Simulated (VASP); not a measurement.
# ZnO (P6_3mc) in VASP: further runs

The runs below take ZnO through relaxation of the atoms, single point, with PBE.

Everything below comes from runs of VASP 6.6.1. Logs are shortened: lines on timing, memory, paths and dates and some standing lists are left out, and cuts for length are marked.

**1. The cell of the first run**

Symmetry: P6_3mc, No. 186, hexagonal system. Conventional cell: a = 3.250 Å, b = 3.250 Å, c = 5.238 Å, α = 90.00°, β = 90.00°, γ = 120.00°. Zn (site symmetry 3m) has 4 O at 1.98 to 2.00 Å within 2.6 Å. O (site symmetry 3m) has 4 Zn at 1.98 to 2.00 Å within 2.6 Å.

**2. Relaxation of the atoms, PBE**

Input file INCAR:

```
PREC = Accurate ; ENCUT = 520
EDIFF = 1E-7 ; ISMEAR = 0
SIGMA = 0.05 ; LREAL = F
LASPH = T ; NELM = 60
ALGO = Normal ; ISIF = 2
LWAVE = F ; LCHARG = F
GGA = PE ; IBRION = 2
NSW = 80 ; EDIFFG = -0.003
```

Input file KPOINTS:

```
Automatic mesh
0
Gamma
  8 8 5
```

Input file POSCAR:

```
ZnO
1.0
    3.2500000000      0.0000000000      0.0000000000
   -1.6250000000      2.8145825600      0.0000000000
    0.0000000000      0.0000000000      5.2382420000
Zn O
2 2
Direct
    0.3333333333      0.6666666667      0.0000000000
    0.6666666667      0.3333333333      0.5000000000
    0.3333333333      0.6666666667      0.3820000000
    0.6666666667      0.3333333333      0.8820000000
```

Potentials or basis: VASP PAW PBE potentials, release 64 (Zn, O).

Launch:

```console
$ cat potpaw_PBE.64/Zn/POTCAR potpaw_PBE.64/O/POTCAR > POTCAR
$ mpirun -np 1 vasp_std > vasp.out
```

OUTCAR:

```text
PREC = Accurate
   ENCUT = 520
   EDIFF = 1E-7
   ISMEAR = 0
   LREAL = F
   LASPH = T
   NELM = 60
   ISIF = 2
   GGA = PE
   IBRION = 2
   NSW = 80
   EDIFFG = -0.003

 ion  position               nearest neighbor table
   1  0.333  0.667  0.000-   4 1.98   4 1.98   4 1.98   3 2.00
   2  0.667  0.333  0.500-   3 1.98   3 1.98   3 1.98   4 2.00
   3  0.333  0.667  0.382-   2 1.98   2 1.98   2 1.98   1 2.00
   4  0.667  0.333  0.882-   1 1.98   1 1.98   1 1.98   2 2.00

  LATTYP: Found a hexagonal cell.
 ALAT       =     3.2500000000
 C/A-ratio  =     1.6117667692

  Lattice vectors:

 A1 = (   3.2500000000,   0.0000000000,   0.0000000000)
 A2 = (  -1.6250000000,   2.8145825600,   0.0000000000)
 A3 = (   0.0000000000,   0.0000000000,   5.2382420000)

Analysis of symmetry for initial positions (statically):
=====================================================================
 Subroutine PRICEL returns:
 Original cell was already a primitive cell.

 Routine SETGRP: Setting up the symmetry group for a
 hexagonal supercell.

 Subroutine GETGRP returns: Found 12 space group operations
 (whereof  6 operations were pure point group operations)
 out of a pool of 24 trial point group operations.

The static configuration has the point symmetry C_3v.
 The point group associated with its full space group is C_6v.

Analysis of symmetry for dynamics (positions and initial velocities):
=====================================================================
 Subroutine PRICEL returns:
 Original cell was already a primitive cell.

 Routine SETGRP: Setting up the symmetry group for a
 hexagonal supercell.

 Subroutine GETGRP returns: Found 12 space group operations
 (whereof  6 operations were pure point group operations)
 out of a pool of 24 trial point group operations.

The dynamic configuration has the point symmetry C_3v.
 The point group associated with its full space group is C_6v.

 Subroutine INISYM returns: Found 12 space group operations
 (whereof  6 operations are pure point group operations),
 and found     1 'primitive' translations

----------------------------------------------------------------------------------------

                                     Primitive cell

  volume of cell :      47.9163

  direct lattice vectors                    reciprocal lattice vectors
     3.250000000  0.000000000  0.000000000     0.307692308  0.177646237  0.000000000
    -1.625000000  2.814582560  0.000000000     0.000000000  0.355292474  0.000000000
     0.000000000  0.000000000  5.238242000     0.000000000  0.000000000  0.190903742

  length of vectors
     3.250000000  3.249999998  5.238242000     0.355292473  0.355292474  0.190903742

  position of ions in fractional coordinates (direct lattice)
     0.333333333  0.666666667  0.000000000
     0.666666667  0.333333333  0.500000000
     0.333333333  0.666666667  0.382000000
     0.666666667  0.333333333  0.882000000

  ion indices of the primitive-cell ions
   primitive index   ion index
                 1           1
                 2           2
                 3           3
                 4           4

----------------------------------------------------------------------------------------

 KPOINTS: Automatic mesh

Automatic generation of k-mesh.
 Grid dimensions read from file:
 generate k-points for:    8    8    5

 Generating k-lattice:

  Cartesian coordinates                     Fractional coordinates (reciprocal lattice)
     0.038461538  0.022205780  0.000000000     0.125000000 -0.000000000  0.000000000
     0.000000000  0.044411559  0.000000000     0.000000000  0.125000000  0.000000000
     0.000000000  0.000000000  0.038180748     0.000000000  0.000000000  0.200000000

  Length of vectors
     0.044411559  0.044411559  0.038180748

  Shift w.r.t. Gamma in fractional coordinates (k-lattice)
     0.000000000  0.000000000  0.000000000

 Subroutine IBZKPT returns following result:
 ===========================================

 Found     30 irreducible k-points:

 Following reciprocal coordinates:
            Coordinates               Weight
  0.000000  0.000000  0.000000      1.000000
  0.125000  0.000000  0.000000      6.000000
  0.250000  0.000000  0.000000      6.000000
  0.375000 -0.000000  0.000000      6.000000
  0.500000  0.000000  0.000000      3.000000
  0.125000  0.125000  0.000000      6.000000
[... 16 lines left out ...]
  0.250000  0.000000  0.400000     12.000000
  0.375000 -0.000000  0.400000     12.000000
 [... further k-points ...]
   k-points           NKPTS =     30   k-points in BZ     NKDIM =     30   number of bands    NBANDS=     22
   number of dos      NEDOS =    301   number of ions     NIONS =      4
   total plane-waves  NPLWV =  23040
   dimension x,y,z NGX =    24 NGY =   24 NGZ =   40
   dimension x,y,z NGXF=    48 NGYF=   48 NGZF=   80
   ions per type =               2   2
   NGX,Y,Z   is equivalent  to a cutoff of  12.28, 12.28, 12.69 a.u.
   NGXF,Y,Z  is equivalent  to a cutoff of  24.55, 24.55, 25.39 a.u.
 SYSTEM =  unknown system
   PREC   = accura    normal or accurate (medium, high low for compatibility)
   ISTART =      0    job   : 0-new  1-cont  2-samecut
   ICHARG =      2    charge: 1-file 2-atom 10-const
   ISPIN  =      1    spin polarized calculation?
   LNONCOLLINEAR =      F non collinear calculations
   LSORBIT =      F    spin-orbit coupling
   LASPH  =      T    aspherical Exc in radial PAW
   ENCUT  =  520.0 eV  38.22 Ry    6.18 a.u.   6.04  6.04  9.74*2*pi/ulx,y,z
   NELM   =     60;   NELMIN=  2; NELMDL= -5     # of ELM steps
   EDIFF  = 0.1E-06   stopping-criterion for ELM
   LREAL  =      F    real-space projection
   EDIFFG = -.3E-02   stopping-criterion for IOM
   NSW    =     80    number of steps for IOM
   IBRION =      2    ionic relax: 0-MD 1-quasi-New 2-CG
   NFREE  =      1    steps in history (QN), initial steepest desc. (CG)
   ISIF   =      2    stress and relaxation
   ISYM   =      2    0-nonsym 1-usesym 2-fastsym
   POTIM  = 0.5000    time-step for ionic-motion
   TEBEG  =    0.0;   TEEND  =   0.0 temperature during run
   PSTRESS=    0.0 pullay stress
   NELECT =      36.0000    total number of electrons
   NUPDOWN=      -1.0000    fix difference up-down
   EMIN   =  10.00;   EMAX   =-10.00  energy-range for DOS
   EFERMI =   0.00;   METHOD = LEGACY
   ISMEAR =     0;   SIGMA  =   0.05  broadening in eV -4-tet -1-fermi 0-gaus
   EFERMI_NEDOS =   21; number of points for ismear=-14 and -15
   IALGO  =     38    algorithm
   IMIX   =      4    mixing-type and parameters
     AMIX     =   0.40;   BMIX     =  1.00
     AMIX_MAG =   1.60;   BMIX_MAG =  1.00
  volume/ion in A,a.u.               =      11.98        80.84
  Fermi-wavevector in a.u.,A,eV,Ry     =   1.488269  2.812420 30.136141  2.214944
  Thomas-Fermi vector in A             =   2.601325
   LORBIT       =      0    0 simple, 1 ext, 2 COOP (PROOUT), +10 PAW based schemes
   GGA     = PE    functional components
   LHFCALC =     F    Hartree Fock is set to
   AEXX    =    0.0000 exact exchange contribution
   IVDW    =     0    specifies the selected vdW correction
   LEPSILON=     F    determine dielectric tensor
   LRPA    =     F    only Hartree local field effects (RPA)
 conjugate gradient relaxation of ions
 non-spin polarized calculation
 Gauss-broadening in eV      SIGMA  =   0.05
  energy-cutoff  :      520.00
  volume of cell :       47.92
 maximum number of plane-waves:      1305
   NGX = 13   NGY = 13   NGZ = 19

--------------------------------------- Ionic step        1  -------------------------------------------

 number of electron      36.0000027 magnetization

 Free energy of the ion-electron system (eV)
  ---------------------------------------------------
  ext. energy  EPLUGINS =         0.00000000
  ---------------------------------------------------
  free energy    TOTEN  =       -17.83317904 eV

  energy without entropy =      -17.83317904  energy(sigma->0) =      -17.83317904

------------------------ aborting loop because EDIFF is reached ----------------------------------------

  FORCE on cell =-STRESS in cart. coord.  units (eV):
  Direction    XX          YY          ZZ          XY          YZ          ZX
  --------------------------------------------------------------------------------------
  -------------------------------------------------------------------------------------
  Total        1.6042598      1.6042598      1.2727079      0.0000000     -0.0000000     -0.0000000
  in kB       53.6416789     53.6416788     42.5555695      0.0000000     -0.0000000     -0.0000000
  external PRESSURE =      49.9463091 kB  Pullay stress =       0.0000000 kB

 VOLUME and BASIS-vectors are now :
 -----------------------------------------------------------------------------
  energy-cutoff  :      520.00
  volume of cell :       47.92
      direct lattice vectors                 reciprocal lattice vectors
     3.250000000  0.000000000  0.000000000     0.307692308  0.177646237  0.000000000
    -1.625000000  2.814582560  0.000000000     0.000000000  0.355292474  0.000000000
     0.000000000  0.000000000  5.238242000     0.000000000  0.000000000  0.190903742
[... 39 lines left out ...]
 POSITION                                       TOTAL-FORCE (eV/Angst)
 -----------------------------------------------------------------------------------
     -0.00000      1.87639      0.00417        -0.000000      0.000000      0.034880
      1.62500      0.93819      2.62329         0.000000     -0.000000      0.034880
     -0.00000      1.87639      1.99684         0.000000     -0.000000     -0.034880
      1.62500      0.93819      4.61596        -0.000000      0.000000     -0.034880
 -----------------------------------------------------------------------------------
    total drift:                               -0.000001     -0.000001     -0.000501

  FREE ENERGIE OF THE ION-ELECTRON SYSTEM (eV)
  ---------------------------------------------------
  free  energy   TOTEN  =       -17.8341933610 eV

  energy  without entropy=      -17.8341933610  energy(sigma->0) =      -17.83419336

--------------------------------------- Ionic step        3  -------------------------------------------

 number of electron      36.0000030 magnetization

 Free energy of the ion-electron system (eV)
  ---------------------------------------------------
  ext. energy  EPLUGINS =         0.00000000
  ---------------------------------------------------
  free energy    TOTEN  =       -17.83437923 eV

  energy without entropy =      -17.83437923  energy(sigma->0) =      -17.83437923

 E-fermi :   1.3980     XC(G=0): -10.8762

 val. band max:        1.1474546819   @ k =   0.0000   0.0000   0.0000
 cond. band min:       1.9188791804   @ k =   0.0000   0.0000   0.0000
 fundamental gap:      0.7714244985
 Fermi energy:         1.3979679548

 k-point     1 :       0.0000    0.0000    0.0000
  band No.  band energies     occupation
      1     -16.8940      2.00000
      2     -16.1827      2.00000
      3      -4.5204      2.00000
      4      -4.5204      2.00000
      5      -4.4737      2.00000
      6      -4.4453      2.00000
[... 14 lines left out ...]
     21       9.3263      0.00000
     22      14.0100      0.00000
[... 552 lines left out ...]
  band No.  band energies     occupation
      1     -16.2221      2.00000
      2     -16.1160      2.00000
      3      -4.9298      2.00000
      4      -4.8572      2.00000
      5      -4.1616      2.00000
      6      -4.0959      2.00000
[... 14 lines left out ...]
     21       9.7277      0.00000
     22       9.8584      0.00000

 [... further k-points ...]

------------------------ aborting loop because EDIFF is reached ----------------------------------------

  FORCE on cell =-STRESS in cart. coord.  units (eV):
  Direction    XX          YY          ZZ          XY          YZ          ZX
  --------------------------------------------------------------------------------------
  -------------------------------------------------------------------------------------
  Total        1.4661434      1.4661434      1.5095262      0.0000000      0.0000000      0.0000000
  in kB       49.0234777     49.0234776     50.4740701      0.0000000      0.0000000      0.0000000
  external PRESSURE =      49.5070085 kB  Pullay stress =       0.0000000 kB

 VOLUME and BASIS-vectors are now :
 -----------------------------------------------------------------------------
  energy-cutoff  :      520.00
  volume of cell :       47.92
      direct lattice vectors                 reciprocal lattice vectors
     3.250000000  0.000000000  0.000000000     0.307692308  0.177646237  0.000000000
    -1.625000000  2.814582560  0.000000000     0.000000000  0.355292474  0.000000000
     0.000000000  0.000000000  5.238242000     0.000000000  0.000000000  0.190903742

 POSITION                                       TOTAL-FORCE (eV/Angst)
 -----------------------------------------------------------------------------------
     -0.00000      1.87639      0.00691         0.000000     -0.000000     -0.001091
      1.62500      0.93819      2.62603        -0.000000      0.000000     -0.001091
     -0.00000      1.87639      1.99409         0.000000     -0.000000      0.001091
      1.62500      0.93819      4.61322         0.000000      0.000000      0.001091
 -----------------------------------------------------------------------------------
    total drift:                               -0.000001     -0.000001      0.001220

  FREE ENERGIE OF THE ION-ELECTRON SYSTEM (eV)
  ---------------------------------------------------
  free  energy   TOTEN  =       -17.8343792335 eV

  energy  without entropy=      -17.8343792335  energy(sigma->0) =      -17.83437923

 reached required accuracy - stopping structural energy minimisation
```

Run time: 32 s. Hardware: 1 thread of Intel Xeon Platinum 8488C (Sapphire Rapids), shared host; peak memory 0.17 GiB.

Results:

```yaml
Free_energy: -17.8344 eV
Energy_gained_by_relaxing: 0.3 meV/atom
Ionic_steps: 3
Pressure_after_relaxing: 5.0 GPa
Band_gap_on_the_k_mesh: 0.77 eV
```

Step by step:
| step | energy change (eV) | largest force (eV/Å) | pressure (GPa) |
| --- | --- | --- | --- |
| 1 | 0.0000 | 0.0864 | 4.99 |
| 2 | -0.0010 | 0.0349 | 4.95 |
| 3 | -0.0012 | 0.0011 | 4.95 |

Final structure:
```
Zn O
1.0
     3.25000    0.00000    0.00000
    -1.62500    2.81458    0.00000
     0.00000    0.00000    5.23824
Zn O
2 2
Direct
  0.33333 0.66667 0.00132
  0.66667 0.33333 0.50132
  0.33333 0.66667 0.38068
  0.66667 0.33333 0.88068
```

(Continued in part 2 of 2.)
